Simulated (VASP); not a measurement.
Wanted: the native input for a VASP 6.6.1 run.

```
Task                   : electric field gradients
Functional             : LDA
Potentials or basis    : VASP PAW LDA potentials, release 64 (Cs_sv)
Cutoff                 : 520 eV
k mesh                 : 9 × 9 × 9
Occupations            : fermi-dirac, width 0.03 eV
Spin                   : no spin polarisation
Dipole correction      : no
Further INCAR settings : ALGO = Normal; EDIFF = 1e-08; NBANDS = 16
```

The structure of Cs lies in POSCAR:

```
Cs
1.0
   -2.5538463026      2.5538463026      9.5960667852
    2.5538463026     -2.5538463026      9.5960667852
    2.5538463026      2.5538463026     -9.5960667852
Cs
2
Direct
    0.2500000000      0.7500000000      0.5000000000
    0.5000000000      0.5000000000      0.0000000000
```

These files were run (other wordings do the same):

INCAR

```
PREC     = Accurate       # precision mode
ENCUT    = 520            # plane-wave cutoff, eV
EDIFF    = 1E-8           # SCF threshold, eV
ISMEAR   = -1             # smearing method
SIGMA    = 0.03           # smearing width, eV
LREAL    = False          # projectors in reciprocal space
LASPH    = True           # aspherical terms in the spheres
NELM     = 60             # most SCF steps
ALGO     = Normal         # electronic algorithm
ISIF     = 2              # what is computed and relaxed
LWAVE    = False          # write WAVECAR
LCHARG   = False          # write CHGCAR
GGA      = CA             # functional
LEFG     = True         
NBANDS   = 16             # bands
```

KPOINTS

```
regular mesh
0
Gamma
  9 9 9
```

Potentials or basis: VASP PAW LDA potentials, release 64 (Cs_sv).

Run with:

```console
$ cat potpaw_LDA.64/Cs_sv/POTCAR > POTCAR
$ mpirun -np 1 vasp_std > vasp.out
```

Results of the run:

The pressure is -0.3 GPa and the band gap on the k mesh is zero (bands 9 and 10 overlap by 1.55 eV). The largest electric field gradient by atom is Cs -4.7 V/Å².

Caveat: without QUAD_EFG the Cq values of the log hold for a quadrupole moment of 1 mb, not for the nuclei; spin-orbit coupling is left out, which moves the levels of the heavy elements.

Wall time 37 min on 1 thread of Oxide Virtual Turin-like Processor (shared host), peak memory 0.73 GiB.
